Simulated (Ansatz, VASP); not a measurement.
## CaBe2O3: VASP beside Ansatz

```
Ca Be O
1.0
     2.39046   -4.22719    0.00000
     2.39046    4.22719    0.00000
     0.00000    0.00000    2.64593
Ca Be O
1 2 3
Direct
  0.50000 0.50000 0.00000
  0.17954 0.82046 0.00000
  0.82046 0.17954 0.00000
  0.00000 0.00000 0.00000
  0.50000 0.00000 0.50000
  0.00000 0.50000 0.50000
```

Change from the starting cell: species swapped into the NaH2Pd3 type (Cmmm, No. 65).

Alike in both runs: functional PBE; k mesh 4 × 4 × 6; occupations gaussian, width 0.1 eV; no spin polarisation.

Ansatz relaxed the structure, and its values are those at the end. VASP's run is a single point on that final structure, the one shown.

|  | VASP | Ansatz |
| --- | --- | --- |
| version | VASP 6.6.1 | Ansatz 0.2.0 |
| potentials or method | VASP PAW PBE potentials, release 64 (Ca_sv, Be, O), cutoff 520 eV | scalar-relativistic, plane waves, PAW |
| valence electrons in the cell | 32 | 32 |

```tsv
	VASP	Ansatz	Ansatz less VASP
gap on the k mesh at the Fermi level (eV)	0.61	0.62	+0.008
least direct gap on the mesh (eV)	0.63	0.64	+0.014
pressure (GPa)	0.3	-0.1	-0.37
rms of the force components (eV/Å)	0.004	0.004	-0.0004
```

The functional is the same, so the differences come from potentials, cutoffs and numerics.
